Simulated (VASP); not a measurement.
# EuB3H12 (Eu(BH4)3) in VASP: single point with PBE+U

Aim: the single point of EuB3H12 (Eu(BH4)3) with PBE+U.

Everything below comes from runs of VASP 6.6.1. Logs are shortened: lines on timing, memory, paths and dates and some standing lists are left out, and cuts for length are marked.

### 1 The cell of the first run

The cell holds a molecule in a box, 16 atoms: a = 14.740 Å, b = 15.420 Å, c = 11.000 Å, α = 90.00°, β = 90.00°, γ = 90.00°.

### 2 Single point, PBE+U, collinear spin, ferromagnetic start

The input, INCAR:

```
SYSTEM = EuB3H12
  ALGO = Normal
  EDIFF = 1E-6
  ENCUT = 520
  GGA = PE
  ISIF = 2
  ISMEAR = 0
  ISPIN = 2
  LASPH = .TRUE.
  LCHARG = .FALSE.
  LDAU = .TRUE.
  LDAUJ = 0 0 0
  LDAUL = 3 -1 -1
  LDAUPRINT = 1
  LDAUTYPE = 2
  LDAUU = 5 0 0
  LMAXMIX = 6
  LORBIT = 11
  LREAL = Auto
  LWAVE = .FALSE.
  MAGMOM = 6 0 0 0 0 0 0 0 0 0 0 0 0 0 0 0
  NBANDS = 37
  NELM = 150
  PREC = Accurate
  SIGMA = 0.01
```

The input, KPOINTS:

```
k-points
0
G
  1 1 1
  0 0 0
```

The input, POSCAR:

```
EuB3H12
1.0
   14.7400000000      0.0000000000      0.0000000000
    0.0000000000     15.4200000000      0.0000000000
    0.0000000000      0.0000000000     11.0000000000
Eu B H
1 3 12
Direct
    0.4428297200      0.4997626500      0.5001809100
    0.6121797800      0.5005907900      0.5001809100
    0.3574043400      0.6395421500      0.5001809100
    0.3589050200      0.3591543500      0.5001809100
    0.6944246900      0.4990713400      0.5001809100
    0.5780698800      0.4622944200      0.5912709100
    0.5780698800      0.4622944200      0.4090909100
    0.5798439600      0.5759572000      0.5001809100
    0.3176580700      0.7083871600      0.5001809100
    0.4091553600      0.6304533100      0.5912709100
    0.4091553600      0.6304533100      0.4090909100
    0.3052917200      0.5750901400      0.5001809100
    0.3164063800      0.2918287900      0.5001809100
    0.3412645900      0.4065402100      0.5912709100
    0.3412645900      0.4065402100      0.4090909100
    0.4433534600      0.3482399500      0.5001809100
```

Potentials or basis: VASP PAW PBE potentials, release 64 (Eu, B, H).

Command:

```
cat potpaw_PBE.64/Eu/POTCAR potpaw_PBE.64/B/POTCAR potpaw_PBE.64/H/POTCAR > POTCAR
mpirun -np 1 vasp_gam > vasp.out
```

OUTCAR:

```text
SYSTEM = EuB3H12
   EDIFF = 1E-6
   ENCUT = 520
   GGA = PE
   ISIF = 2
   ISMEAR = 0
   ISPIN = 2
   LASPH = .TRUE.
   LORBIT = 11
   LREAL = Auto
   NELM = 150
   PREC = Accurate

 ion  position               nearest neighbor table
   1  0.443  0.500  0.500-   3 2.50   2 2.50   4 2.50
   2  0.612  0.501  0.500-   5 1.21   8 1.26   7 1.27   6 1.27   1 2.50
   3  0.357  0.640  0.500-   9 1.21  12 1.26  11 1.27  10 1.27   1 2.50
   4  0.359  0.359  0.500-  13 1.21  16 1.26  15 1.27  14 1.27   1 2.50
   5  0.694  0.499  0.500-   2 1.21
   6  0.578  0.462  0.591-   2 1.27
   7  0.578  0.462  0.409-   2 1.27
   8  0.580  0.576  0.500-   2 1.26
   9  0.318  0.708  0.500-   3 1.21
  10  0.409  0.630  0.591-   3 1.27
  11  0.409  0.630  0.409-   3 1.27
  12  0.305  0.575  0.500-   3 1.26
  13  0.316  0.292  0.500-   4 1.21
  14  0.341  0.407  0.591-   4 1.27
  15  0.341  0.407  0.409-   4 1.27
  16  0.443  0.348  0.500-   4 1.26

  LATTYP: Found a simple orthorhombic cell.
 ALAT       =    11.0000000000
 B/A-ratio  =     1.3400000000
 C/A-ratio  =     1.4018181818

  Lattice vectors:

 A1 = (   0.0000000000,   0.0000000000,  11.0000000000)
 A2 = (  14.7400000000,   0.0000000000,   0.0000000000)
 A3 = (   0.0000000000,  15.4200000000,   0.0000000000)

Analysis of symmetry for initial positions (statically):
=====================================================================
 Subroutine PRICEL returns:
 Original cell was already a primitive cell.

 Routine SETGRP: Setting up the symmetry group for a
 simple orthorhombic supercell.

 Subroutine GETGRP returns: Found  2 space group operations
 (whereof  1 operations were pure point group operations)
 out of a pool of  8 trial point group operations.

The static configuration has the point symmetry C_1 .
 The point group associated with its full space group is C_1h.

Analysis of symmetry for dynamics (positions and initial velocities):
=====================================================================
 Subroutine PRICEL returns:
 Original cell was already a primitive cell.

 Routine SETGRP: Setting up the symmetry group for a
 simple orthorhombic supercell.

 Subroutine GETGRP returns: Found  2 space group operations
 (whereof  1 operations were pure point group operations)
 out of a pool of  8 trial point group operations.

The dynamic configuration has the point symmetry C_1 .
 The point group associated with its full space group is C_1h.

Analysis of structural, dynamic, and magnetic symmetry:
=====================================================================
 Subroutine PRICEL returns:
 Original cell was already a primitive cell.

 Routine SETGRP: Setting up the symmetry group for a
 simple orthorhombic supercell.

 Subroutine GETGRP returns: Found  2 space group operations
 (whereof  1 operations were pure point group operations)
[... 173 lines left out ...]

 occupancies and eigenvectors

  o =  0.0035  v =  0.0000  0.0000  0.0000  0.0000  0.0000  0.0000  0.0000 -0.0006 -0.0000  0.4964 -0.0000  0.8681  0.0000 -0.0018      0.0000  0.0000  0.0000  0.0000  0.0000  0.0000  0.0000  0.0000  0.0000  0.0000  0.0000  0.0000  0.0000  0.0000
  o =  0.0035  v =  0.0000  0.0000  0.0000  0.0000  0.0000  0.0000  0.0000  0.0004  0.0000  0.8681 -0.0000 -0.4964  0.0000  0.0016      0.0000  0.0000  0.0000  0.0000  0.0000  0.0000  0.0000  0.0000  0.0000  0.0000  0.0000  0.0000  0.0000  0.0000
  o =  0.0039  v =  0.0000  0.0000  0.0000  0.0000  0.0000  0.0000  0.0000 -0.2841 -0.0000  0.0005 -0.0000 -0.0025  0.0000 -0.9588      0.0000  0.0000  0.0000  0.0000  0.0000  0.0000  0.0000  0.0000  0.0000  0.0000  0.0000  0.0000  0.0000  0.0000
  o =  0.0051  v =  0.0000  0.0000  0.0000  0.0000  0.0000  0.0000  0.0000  0.0000 -0.9663 -0.0000 -0.0008  0.0000  0.2572  0.0000      0.0000  0.0000  0.0000  0.0000  0.0000  0.0000  0.0000  0.0000  0.0000  0.0000  0.0000  0.0000  0.0000  0.0000
  o =  0.0051  v =  0.0000  0.0000  0.0000  0.0000  0.0000  0.0000  0.0000 -0.0000  0.2573 -0.0000 -0.0003 -0.0000  0.9663 -0.0000      0.0000  0.0000  0.0000  0.0000  0.0000  0.0000  0.0000  0.0000  0.0000  0.0000  0.0000  0.0000  0.0000  0.0000
  o =  0.0100  v =  0.0000  0.0000  0.0000  0.0000  0.0000  0.0000  0.0000  0.0000 -0.0007  0.0000  1.0000  0.0000  0.0005  0.0000      0.0000  0.0000  0.0000  0.0000  0.0000  0.0000  0.0000  0.0000  0.0000  0.0000  0.0000  0.0000  0.0000  0.0000
  o =  0.0155  v =  0.0000  0.0000  0.0000  0.0000  0.0000  0.0000  0.0000 -0.9588 -0.0000 -0.0001  0.0000 -0.0001 -0.0000  0.2841      0.0000  0.0000  0.0000  0.0000  0.0000  0.0000  0.0000  0.0000  0.0000  0.0000  0.0000  0.0000  0.0000  0.0000
  o =  0.0901  v =  0.0000 -0.0001 -0.0000  1.0000 -0.0000  0.0002 -0.0000  0.0000  0.0000  0.0000  0.0000  0.0000  0.0000  0.0000      0.0000  0.0000  0.0000  0.0000  0.0000  0.0000  0.0000  0.0000  0.0000  0.0000  0.0000  0.0000  0.0000  0.0000
  o =  0.9905  v = -0.2216 -0.0000 -0.0002 -0.0000  0.0002 -0.0000 -0.9751  0.0000  0.0000  0.0000  0.0000  0.0000  0.0000  0.0000      0.0000  0.0000  0.0000  0.0000  0.0000  0.0000  0.0000  0.0000  0.0000  0.0000  0.0000  0.0000  0.0000  0.0000
  o =  0.9934  v =  0.0000 -0.9841 -0.0000 -0.0000  0.0000 -0.1774  0.0000  0.0000  0.0000  0.0000  0.0000  0.0000  0.0000  0.0000      0.0000  0.0000  0.0000  0.0000  0.0000  0.0000  0.0000  0.0000  0.0000  0.0000  0.0000  0.0000  0.0000  0.0000
  o =  0.9934  v = -0.0000  0.1774 -0.0000  0.0002 -0.0000 -0.9841 -0.0000  0.0000  0.0000  0.0000  0.0000  0.0000  0.0000  0.0000      0.0000  0.0000  0.0000  0.0000  0.0000  0.0000  0.0000  0.0000  0.0000  0.0000  0.0000  0.0000  0.0000  0.0000
  o =  0.9934  v = -0.0001 -0.0000 -0.0592 -0.0000 -0.9982  0.0000 -0.0002  0.0000  0.0000  0.0000  0.0000  0.0000  0.0000  0.0000      0.0000  0.0000  0.0000  0.0000  0.0000  0.0000  0.0000  0.0000  0.0000  0.0000  0.0000  0.0000  0.0000  0.0000
  o =  0.9934  v =  0.0002  0.0000 -0.9982 -0.0000  0.0592  0.0000  0.0002  0.0000  0.0000  0.0000  0.0000  0.0000  0.0000  0.0000      0.0000  0.0000  0.0000  0.0000  0.0000  0.0000  0.0000  0.0000  0.0000  0.0000  0.0000  0.0000  0.0000  0.0000
  o =  0.9985  v = -0.9751 -0.0000 -0.0002 -0.0000  0.0001  0.0000  0.2216  0.0000  0.0000  0.0000  0.0000  0.0000  0.0000  0.0000      0.0000  0.0000  0.0000  0.0000  0.0000  0.0000  0.0000  0.0000  0.0000  0.0000  0.0000  0.0000  0.0000  0.0000

 number of electron      38.0000005 magnetization       6.0000001

 Free energy of the ion-electron system (eV)
  ---------------------------------------------------
  ext. energy  EPLUGINS =         0.00000000
  ---------------------------------------------------
  free energy    TOTEN  =       -73.01727111 eV

  energy without entropy =      -73.01727111  energy(sigma->0) =      -73.01727111

 E-fermi :  -7.6520     XC(G=0):  -0.9005

 val. band max:       -7.7978422195   @ k =   0.0000   0.0000   0.0000
 cond. band min:      -7.0984065037   @ k =   0.0000   0.0000   0.0000
 fundamental gap:      0.6994357158
 Fermi energy:        -7.6520126035

 spin component 1

 k-point     1 :       0.0000    0.0000    0.0000
  band No.  band energies     occupation
      1     -48.6572      1.00000
      2     -27.4546      1.00000
      3     -26.8454      1.00000
      4     -26.8453      1.00000
      5     -13.6829      1.00000
      6     -13.0763      1.00000
[... 23 lines left out ...]
     30      -0.1762      0.00000
     31       0.3027      0.00000
 Fermi energy:        -7.6520126035

 spin component 2

 k-point     1 :       0.0000    0.0000    0.0000
  band No.  band energies     occupation
      1     -45.9193      1.00000
      2     -25.7268      1.00000
      3     -24.8582      1.00000
      4     -24.8580      1.00000
      5     -13.6243      1.00000
      6     -12.9733      1.00000
[... 23 lines left out ...]
     30      -0.1137      0.00000
     31       0.3541      0.00000
 [bands above 31 left out]

------------------------ aborting loop because EDIFF is reached ----------------------------------------

  FORCE on cell =-STRESS in cart. coord.  units (eV):
  Direction    XX          YY          ZZ          XY          YZ          ZX
  --------------------------------------------------------------------------------------
  -------------------------------------------------------------------------------------
  Total       -1.6198319     -1.6250957     -1.2054201     -0.0018879      0.0000000      0.0000000
  in kB       -1.0380207     -1.0413938     -0.7724573     -0.0012098      0.0000000      0.0000000
  external PRESSURE =      -0.9506239 kB  Pullay stress =       0.0000000 kB

 VOLUME and BASIS-vectors are now :
 -----------------------------------------------------------------------------
  energy-cutoff  :      520.00
  volume of cell :     2500.20
      direct lattice vectors                 reciprocal lattice vectors
    14.740000000  0.000000000  0.000000000     0.067842605  0.000000000  0.000000000
     0.000000000 15.420000000  0.000000000     0.000000000  0.064850843  0.000000000
     0.000000000  0.000000000 11.000000000     0.000000000  0.000000000  0.090909091

 POSITION                                       TOTAL-FORCE (eV/Angst)
 -----------------------------------------------------------------------------------
      6.52731      7.70634      5.50199        -0.002760      0.000373      0.000000
      9.02353      7.71911      5.50199         0.129012      0.123749      0.000000
      5.26814      9.86174      5.50199        -0.173690      0.050200      0.000000
      5.29026      5.53816      5.50199         0.042522     -0.175043      0.000000
     10.23582      7.69568      5.50199        -0.344164      0.000296      0.000000
      8.52075      7.12858      6.50398         0.021321      0.045613     -0.173344
[... 8 lines left out ...]
      5.03024      6.26885      4.50000         0.029083     -0.040216      0.173196
      6.53503      5.36986      5.50199        -0.218903      0.011171      0.000000
 -----------------------------------------------------------------------------------
    total drift:                                0.001945     -0.000982     -0.000012

  FREE ENERGIE OF THE ION-ELECTRON SYSTEM (eV)
  ---------------------------------------------------
  free  energy   TOTEN  =       -73.0172711058 eV

  energy  without entropy=      -73.0172711058  energy(sigma->0) =      -73.01727111

 total charge

# of ion       s       p       d       f       tot
--------------------------------------------------
    1        2.036   5.731   0.565   6.091  14.423
    2        0.700   1.340   0.000   0.000   2.040
    3        0.700   1.340   0.000   0.000   2.040
    4        0.700   1.340   0.000   0.000   2.040
    5        0.598   0.019   0.000   0.000   0.618
    6        0.591   0.016   0.000   0.000   0.607
[... 8 lines left out ...]
   15        0.591   0.016   0.000   0.000   0.607
   16        0.595   0.017   0.000   0.000   0.612
--------------------------------------------------
tot         11.261   9.959   0.565   6.091  27.876

 magnetization (x)

# of ion       s       p       d       f       tot
--------------------------------------------------
    1       -0.011  -0.102   0.080   6.001   5.969
    2       -0.001  -0.014   0.000   0.000  -0.015
    3       -0.001  -0.014   0.000   0.000  -0.015
    4       -0.001  -0.014   0.000   0.000  -0.015
    5       -0.002  -0.000   0.000   0.000  -0.002
    6       -0.009  -0.000   0.000   0.000  -0.009
[... 8 lines left out ...]
   15       -0.009  -0.000   0.000   0.000  -0.009
   16       -0.002  -0.000   0.000   0.000  -0.002
--------------------------------------------------
tot         -0.080  -0.145   0.080   6.001   5.856
```

Run time: 24 min. Hardware: 1 thread of AMD EPYC 7R13 (Zen 3), shared host; peak memory 2.7 GiB.

Results:

* Free energy: -73.0173 eV
* Largest force: 0.345 eV/Å
* Gap between the frontier levels: 0.70 eV
* Net moment: 6.00 μB per cell
* Site moments: Eu +5.97; B -0.01; H -0.00, -0.01 μB
* Valence electrons inside the program's atomic spheres: Eu 14.42; B 2.04; H 0.62, 0.61

Forces on the atoms (eV/Å):
```
Eu  -0.003  0.000  0.000
B    0.129  0.124  0.000
B   -0.174  0.050  0.000
B    0.043 -0.175  0.000
H   -0.344  0.000  0.000
H    0.021  0.046 -0.173
H    0.021  0.046  0.173
H    0.101 -0.196  0.000
H    0.172 -0.299  0.000
H   -0.049 -0.005 -0.173
H   -0.049 -0.005  0.173
H    0.120  0.185  0.000
H    0.173  0.299  0.000
H    0.029 -0.040 -0.173
H    0.029 -0.040  0.173
H   -0.219  0.011  0.000
```

Eigenvalues of the final occupation matrices:
```csv
site,spin,trace,eigenvalues
site 1 f,1,6.05,0.09 0.99 0.99 0.99 0.99 0.99 1.00
site 1 f,2,0.05,0.00 0.00 0.00 0.01 0.01 0.01 0.02
```

Caveat: spin-orbit coupling is left out, which moves the levels of the heavy elements. The state reached can hang on the start; a lower one may exist.
